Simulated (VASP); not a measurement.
# Li (Fm-3m) in VASP: further runs

The runs below take Li through single point, relaxation of volume and atoms at fixed shape, with PBEsol.

Everything below comes from runs of VASP 6.6.1. Logs are shortened: lines on timing, memory, paths and dates and some standing lists are left out, and cuts for length are marked.

### 1 The cell of the first run

Symmetry: Fm-3m, No. 225, cubic system. Conventional cell: a = 4.316 Å, b = 4.316 Å, c = 4.316 Å, α = 90.00°, β = 90.00°, γ = 90.00°. Within 4.0 Å of Li (site symmetry m-3m) lie 12 Li at 3.05 Å.

### 2 Single point, PBEsol

The input, INCAR:

```
  ALGO = Normal
  EDIFF = 1E-6
  ENCUT = 520
  GGA = PS
  ISIF = 2
  ISMEAR = 1
  LASPH = True
  LCHARG = False
  LREAL = False
  LWAVE = False
  NBANDS = 14
  NELM = 80
  PREC = Accurate
  SIGMA = 0.05
```

The input, KPOINTS:

```
k-points
0
Gamma
  9 9 9
```

The input, POSCAR:

```
Li
1.0
    4.3155438220      0.0000000000      0.0000000000
    0.0000000000      4.3155438220      0.0000000000
    0.0000000000      0.0000000000      4.3155438220
Li
4
Direct
    0.0000000000      0.0000000000      0.0000000000
    0.0000000000      0.5000000000      0.5000000000
    0.5000000000      0.0000000000      0.5000000000
    0.5000000000      0.5000000000      0.0000000000
```

Potentials or basis: VASP PAW PBE potentials, release 64 (Li_sv).

Run with:

```sh
$ cat potpaw_PBE.64/Li_sv/POTCAR > POTCAR
$ mpirun -np 1 vasp_std > vasp.out
```

OUTCAR:

```text
EDIFF = 1E-6
   ENCUT = 520
   GGA = PS
   ISIF = 2
   ISMEAR = 1
   LASPH = True
   LREAL = False
   NELM = 80
   PREC = Accurate

 ion  position               nearest neighbor table
   1  0.000  0.000  0.000-
   2  0.000  0.500  0.500-
   3  0.500  0.000  0.500-
   4  0.500  0.500  0.000-

  LATTYP: Found a simple cubic cell.
 ALAT       =     4.3155438220

  Lattice vectors:

 A1 = (   4.3155438220,   0.0000000000,   0.0000000000)
 A2 = (   0.0000000000,   4.3155438220,   0.0000000000)
 A3 = (   0.0000000000,   0.0000000000,   4.3155438220)

Analysis of symmetry for initial positions (statically):
=====================================================================
 Subroutine PRICEL returns following result:

  LATTYP: Found a face centered cubic cell.
 ALAT       =     4.3155438220

  Lattice vectors:

 A1 = (   2.1577719110,  -2.1577719110,   0.0000000000)
 A2 = (   2.1577719110,   0.0000000000,   2.1577719110)
 A3 = (   0.0000000000,  -2.1577719110,   2.1577719110)

   4 primitive cells build up your supercell.

 Routine SETGRP: Setting up the symmetry group for a
 simple cubic supercell.

 Subroutine GETGRP returns: Found 48 space group operations
 (whereof 48 operations were pure point group operations)
 out of a pool of 48 trial point group operations.

The static configuration has the point symmetry O_h .

Analysis of symmetry for dynamics (positions and initial velocities):
=====================================================================
 Subroutine PRICEL returns following result:

  LATTYP: Found a face centered cubic cell.
 ALAT       =     4.3155438220

  Lattice vectors:

 A1 = (   2.1577719110,  -2.1577719110,   0.0000000000)
 A2 = (   2.1577719110,   0.0000000000,   2.1577719110)
 A3 = (   0.0000000000,  -2.1577719110,   2.1577719110)

   4 primitive cells build up your supercell.

 Routine SETGRP: Setting up the symmetry group for a
 simple cubic supercell.

 Subroutine GETGRP returns: Found 48 space group operations
 (whereof 48 operations were pure point group operations)
 out of a pool of 48 trial point group operations.

The dynamic configuration has the point symmetry O_h .

 Subroutine INISYM returns: Found 48 space group operations
 (whereof 48 operations are pure point group operations),
 and found     4 'primitive' translations

----------------------------------------------------------------------------------------

                                     Primitive cell

  volume of cell :      20.0931

  direct lattice vectors                    reciprocal lattice vectors
     2.157771911 -2.157771911  0.000000000     0.231720506 -0.231720506 -0.231720506
     2.157771911  0.000000000  2.157771911     0.231720506  0.231720506  0.231720506
     0.000000000 -2.157771911  2.157771911    -0.231720506 -0.231720506  0.231720506

  length of vectors
     3.051550301  3.051550301  3.051550301     0.401351690  0.401351690  0.401351690

  position of ions in fractional coordinates (direct lattice)
     0.000000000  0.000000000  0.000000000

  ion indices of the primitive-cell ions
   primitive index   ion index
                 1           1

----------------------------------------------------------------------------------------

 KPOINTS: k-points

Automatic generation of k-mesh.
 Grid dimensions read from file:
 generate k-points for:    9    9    9

 Generating k-lattice:

  Cartesian coordinates                     Fractional coordinates (reciprocal lattice)
     0.025746723  0.000000000  0.000000000     0.111111111  0.000000000  0.000000000
     0.000000000  0.025746723  0.000000000     0.000000000  0.111111111  0.000000000
     0.000000000  0.000000000  0.025746723     0.000000000  0.000000000  0.111111111

  Length of vectors
     0.025746723  0.025746723  0.025746723

  Shift w.r.t. Gamma in fractional coordinates (k-lattice)
     0.000000000  0.000000000  0.000000000

 Subroutine IBZKPT returns following result:
 ===========================================

 Found     35 irreducible k-points:

 Following reciprocal coordinates:
            Coordinates               Weight
  0.000000  0.000000  0.000000      1.000000
  0.111111  0.000000  0.000000      6.000000
  0.222222  0.000000  0.000000      6.000000
  0.333333  0.000000  0.000000      6.000000
  0.444444  0.000000  0.000000      6.000000
  0.111111  0.111111  0.000000     12.000000
[... 16 lines left out ...]
  0.333333  0.333333  0.111111     24.000000
  0.444444  0.333333  0.111111     48.000000
 [... further k-points ...]
   k-points           NKPTS =     35   k-points in BZ     NKDIM =     35   number of bands    NBANDS=     14
   number of dos      NEDOS =    301   number of ions     NIONS =      4
   total plane-waves  NPLWV =  32768
   dimension x,y,z NGX =    32 NGY =   32 NGZ =   32
   dimension x,y,z NGXF=    64 NGYF=   64 NGZF=   64
   ions per type =               4
   NGX,Y,Z   is equivalent  to a cutoff of  12.33, 12.33, 12.33 a.u.
   NGXF,Y,Z  is equivalent  to a cutoff of  24.65, 24.65, 24.65 a.u.
 SYSTEM =  unknown system
   PREC   = accura    normal or accurate (medium, high low for compatibility)
   ISTART =      0    job   : 0-new  1-cont  2-samecut
   ICHARG =      2    charge: 1-file 2-atom 10-const
   ISPIN  =      1    spin polarized calculation?
   LNONCOLLINEAR =      F non collinear calculations
   LSORBIT =      F    spin-orbit coupling
   LASPH  =      T    aspherical Exc in radial PAW
   ENCUT  =  520.0 eV  38.22 Ry    6.18 a.u.   8.02  8.02  8.02*2*pi/ulx,y,z
   NELM   =     80;   NELMIN=  2; NELMDL= -5     # of ELM steps
   EDIFF  = 0.1E-05   stopping-criterion for ELM
   LREAL  =      F    real-space projection
   EDIFFG = 0.1E-04   stopping-criterion for IOM
   NSW    =      0    number of steps for IOM
   IBRION =     -1    ionic relax: 0-MD 1-quasi-New 2-CG
   NFREE  =      0    steps in history (QN), initial steepest desc. (CG)
   ISIF   =      2    stress and relaxation
   ISYM   =      2    0-nonsym 1-usesym 2-fastsym
   POTIM  = 0.5000    time-step for ionic-motion
   TEBEG  =    0.0;   TEEND  =   0.0 temperature during run
   PSTRESS=    0.0 pullay stress
   NELECT =      12.0000    total number of electrons
   NUPDOWN=      -1.0000    fix difference up-down
   EMIN   =  10.00;   EMAX   =-10.00  energy-range for DOS
   EFERMI =   0.00;   METHOD = LEGACY
   ISMEAR =     1;   SIGMA  =   0.05  broadening in eV -4-tet -1-fermi 0-gaus
   EFERMI_NEDOS =   21; number of points for ismear=-14 and -15
   IALGO  =     38    algorithm
   IMIX   =      4    mixing-type and parameters
     AMIX     =   0.40;   BMIX     =  1.00
     AMIX_MAG =   1.60;   BMIX_MAG =  1.00
  volume/ion in A,a.u.               =      20.09       135.59
  Fermi-wavevector in a.u.,A,eV,Ry     =   0.868493  1.641214 10.262606  0.754280
  Thomas-Fermi vector in A             =   1.987179
   LORBIT       =      0    0 simple, 1 ext, 2 COOP (PROOUT), +10 PAW based schemes
   GGA     = PS    functional components
   LHFCALC =     F    Hartree Fock is set to
   AEXX    =    0.0000 exact exchange contribution
   IVDW    =     0    specifies the selected vdW correction
   LEPSILON=     F    determine dielectric tensor
   LRPA    =     F    only Hartree local field effects (RPA)
 non-spin polarized calculation
 Methfessel and Paxton  Order N= 1 SIGMA  =   0.05
  energy-cutoff  :      520.00
  volume of cell :       80.37
 maximum number of plane-waves:      2218
   NGX = 17   NGY = 17   NGZ = 17

 number of electron      11.9999985 magnetization

 Free energy of the ion-electron system (eV)
  ---------------------------------------------------
  ext. energy  EPLUGINS =         0.00000000
  ---------------------------------------------------
  free energy    TOTEN  =        -7.87707392 eV

  energy without entropy =       -7.87585017  energy(sigma->0) =       -7.87666600

 E-fermi :   0.6591     XC(G=0):  -7.0391

 val. band max:        0.6557081487   @ k =   0.4444   0.4444   0.4444
 cond. band min:       0.7133902487   @ k =   0.2222   0.0000   0.0000
 fundamental gap:      0.0576821000
 Fermi energy:         0.6590536197

 k-point     1 :       0.0000    0.0000    0.0000
  band No.  band energies     occupation
      1     -45.2473      2.00000
      2     -45.2211      2.00000
      3     -45.2211      2.00000
      4     -45.2211      2.00000
      5      -2.9151      2.00000
      6       2.1872      0.00000
      7       2.1872      0.00000
      8       2.1872      0.00000
      9       5.3948      0.00000
     10       5.3948      0.00000
     11       5.3948      0.00000
     12       9.1421      0.00000
     13       9.1421      0.00000
     14       9.1421      0.00000

 k-point     2 :       0.1111    0.0000    0.0000
  band No.  band energies     occupation
      1     -45.2465      2.00000
      2     -45.2220      2.00000
      3     -45.2212      2.00000
      4     -45.2212      2.00000
      5      -2.8412      2.00000
      6       1.6691      0.00000
      7       2.2852      0.00000
      8       2.2852      0.00000
      9       5.3515      0.00000
     10       5.3515      0.00000
     11       6.1039      0.00000
     12       8.2501      0.00000
     13       8.2501      0.00000
     14       9.1877      0.00000

 k-point     3 :       0.2222    0.0000    0.0000
  band No.  band energies     occupation
      1     -45.2443      2.00000
      2     -45.2243      2.00000
      3     -45.2212      2.00000
      4     -45.2212      2.00000
      5      -2.6193      2.00000
      6       0.7134     -0.06389
      7       2.5788      0.00000
      8       2.5788      0.00000
      9       5.2473      0.00000
     10       5.2473      0.00000
     11       6.9155      0.00000
     12       6.9155      0.00000
     13       7.6314      0.00000
     14       9.2929      0.00000
[... 324 lines left out ...]
 k-point    23 :       0.3333    0.3333    0.1111
  band No.  band energies     occupation
      1     -45.2355      2.00000
      2     -45.2261      2.00000
      3     -45.2261      2.00000
      4     -45.2231      2.00000
      5      -1.5128      2.00000
      6       0.4939      2.00003
      7       0.4939      2.00003
      8       2.2010      0.00000
      9       3.8725      0.00000
     10       5.9643      0.00000
     11       5.9643      0.00000
     12       8.0629      0.00000
     13       8.4545      0.00000
     14       9.1446      0.00000

 k-point    24 :       0.4444    0.3333    0.1111
  band No.  band energies     occupation
      1     -45.2324      2.00000
      2     -45.2291      2.00000
      3     -45.2251      2.00000
      4     -45.2241      2.00000
      5      -0.9941      2.00000
      6      -0.3241      2.00000
      7       0.9853     -0.00000
      8       1.5856     -0.00000
      9       4.3146      0.00000
     10       5.0465      0.00000
     11       6.6457      0.00000
     12       7.4756      0.00000
     13       8.4179      0.00000
     14       8.7612      0.00000

 [... further k-points ...]
[... 5 lines left out ...]
  --------------------------------------------------------------------------------------
  -------------------------------------------------------------------------------------
  Total       -0.0250329     -0.0250329     -0.0250329      0.0000000      0.0000000      0.0000000
  in kB       -0.4990173     -0.4990173     -0.4990173      0.0000000      0.0000000      0.0000000
  external PRESSURE =      -0.4990173 kB  Pullay stress =       0.0000000 kB

 VOLUME and BASIS-vectors are now :
 -----------------------------------------------------------------------------
  energy-cutoff  :      520.00
  volume of cell :       80.37
      direct lattice vectors                 reciprocal lattice vectors
     4.315543822  0.000000000  0.000000000     0.231720506  0.000000000  0.000000000
     0.000000000  4.315543822  0.000000000     0.000000000  0.231720506  0.000000000
     0.000000000  0.000000000  4.315543822     0.000000000  0.000000000  0.231720506

 POSITION                                       TOTAL-FORCE (eV/Angst)
 -----------------------------------------------------------------------------------
      0.00000      0.00000      0.00000        -0.000000      0.000000     -0.000000
      0.00000      2.15777      2.15777         0.000000     -0.000000      0.000000
      2.15777      0.00000      2.15777        -0.000000      0.000000      0.000000
      2.15777      2.15777      0.00000         0.000000     -0.000000     -0.000000
 -----------------------------------------------------------------------------------
    total drift:                                0.000000     -0.000000     -0.000000

  FREE ENERGIE OF THE ION-ELECTRON SYSTEM (eV)
  ---------------------------------------------------
  free  energy   TOTEN  =        -7.8770739188 eV

  energy  without entropy=       -7.8758501744  energy(sigma->0) =       -7.87666600
```

Run time: 20 s. Hardware: 1 thread of Intel Xeon 6975P-C, shared host; peak memory 0.18 GiB.

What came out:

```
Free energy            : -7.8771 eV
Band gap on the k mesh : zero (band 6 reaches 2.19 eV, above the bottom of band 7 at 0.13 eV)
```

Caveat: the cutoff is under 1.25 times the usual one of these potentials, so pressure, stress and relaxed cells hold a basis-set (Pulay) error; the PAW data sets were made with another functional, which shifts forces and pressure a little.

[end of part 1 of 2]
